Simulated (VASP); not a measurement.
Write the native input for VASP 6.6.1 that does the following.

```yaml
Task: electric field gradients
Functional: PBE
Potentials_or_basis: VASP PAW PBE potentials, release 64 (Y_sv)
Cutoff: 520 eV
k_mesh: 14 × 14 × 14
Occupations: fermi-dirac, width 0.03 eV
Spin: no spin polarisation
Dipole_correction: no
Further_INCAR_settings: ALGO = Normal; EDIFF = 1e-08; NBANDS = 12
```

The structure of Y lies in POSCAR:

```
Y
1.0
    0.0000000000      2.4347030121      2.4347030121
    2.4347030121      0.0000000000      2.4347030121
    2.4347030121      2.4347030121      0.0000000000
Y
1
Direct
    0.0000000000      0.0000000000      0.0000000000
```

This cell differs from its parent crystal: volume scaled by 0.9405.

The input as run:

INCAR

```
SYSTEM = Y
  ALGO = Normal
  EDIFF = 1E-8
  ENCUT = 520
  GGA = PE
  ISIF = 2
  ISMEAR = -1
  LASPH = .True.
  LCHARG = .False.
  LEFG = .True.
  LREAL = .False.
  LWAVE = .False.
  NBANDS = 12
  NELM = 100
  PREC = Accurate
  SIGMA = 0.03
```

KPOINTS

```
k-points
0
Gamma
  14 14 14
  0 0 0
```

Potentials or basis: VASP PAW PBE potentials, release 64 (Y_sv).

Run with:

```bash
$ cat potpaw_PBE.64/Y_sv/POTCAR > POTCAR
$ mpirun -np 1 vasp_std > vasp.out
```

It gave:

```
Pressure : 5.3 GPa
```

Caveat: without QUAD_EFG the Cq values of the log hold for a quadrupole moment of 1 mb, not for the nuclei.

Wall time 36 s on 1 thread of Intel(R) Xeon(R) Platinum 8375C CPU @ 2.90GHz (Ice Lake), on a shared host, peak memory 0.2 GiB.
